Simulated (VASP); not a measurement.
Set up this calculation in VASP 6.6.1, as the native input.

| Item | Value |
| --- | --- |
| Task | single point |
| Functional | r2SCAN |
| Potentials or basis | VASP PAW PBE potentials, release 64 (Ga_d, C) |
| Cutoff | 520 eV |
| k mesh | 7 × 7 × 7 |
| Occupations | fermi-dirac, width 0.1 eV |
| Spin | no spin polarisation |
| Dipole correction | no |
| Further INCAR settings | ALGO = Normal; EDIFF = 1e-07; NBANDS = 20 |

Crystal: GaC3.

```
CELL_PARAMETERS angstrom
3.40519 0.00000 0.00000
0.00000 3.40519 0.00000
0.00000 0.00000 3.40519
ATOMIC_POSITIONS crystal
Ga 0.00000 0.00000 0.00000
C 0.00000 0.50000 0.50000
C 0.50000 0.00000 0.50000
C 0.50000 0.50000 0.00000
```

These files were run (other wordings do the same):

POSCAR

```
GaC3
1.0
    3.4051948009      0.0000000000      0.0000000000
    0.0000000000      3.4051948009      0.0000000000
    0.0000000000      0.0000000000      3.4051948009
Ga C
1 3
Direct
    0.0000000000      0.0000000000      0.0000000000
    0.0000000000      0.5000000000      0.5000000000
    0.5000000000      0.0000000000      0.5000000000
    0.5000000000      0.5000000000      0.0000000000
```

INCAR.step1

```
SYSTEM = GaC3
PREC = Accurate ; ENCUT = 520
ISMEAR = -1 ; SIGMA = 0.1
LREAL = .False. ; LASPH = .True.
NELM = 60 ; NBANDS = 20
GGA = PE ; ALGO = Normal
EDIFF = 1E-4 ; LWAVE = .True.
LCHARG = .False.
```

INCAR.step2

```
SYSTEM = GaC3
PREC = Accurate ; ENCUT = 520
EDIFF = 1E-7 ; ISMEAR = -1
SIGMA = 0.1 ; LREAL = .False.
LASPH = .True. ; NELM = 60
ALGO = Normal ; ISIF = 2
LWAVE = .False. ; LCHARG = .False.
METAGGA = R2SCAN ; LMIXTAU = .True.
NBANDS = 20 ; ISTART = 1
```

KPOINTS

```
regular mesh
0
Gamma
  7 7 7
  0 0 0
```

Potentials or basis: VASP PAW PBE potentials, release 64 (Ga_d, C).

Run with:

```sh
$ cat potpaw_PBE.64/Ga_d/POTCAR potpaw_PBE.64/C/POTCAR > POTCAR
$ cp INCAR.step1 INCAR
$ mpirun -np 1 vasp_std > vasp.out
$ cp INCAR.step2 INCAR
$ mpirun -np 1 vasp_std > vasp.out
```

It gave:

```yaml
Pressure: -10.7 GPa
```

Caveat: the PAW data sets were made with another functional, which shifts forces and pressure a little.

Run time: 46 s on 1 thread of Intel(R) Xeon(R) Platinum 8559C (Emerald Rapids), on a shared host, peak memory 0.16 GiB.
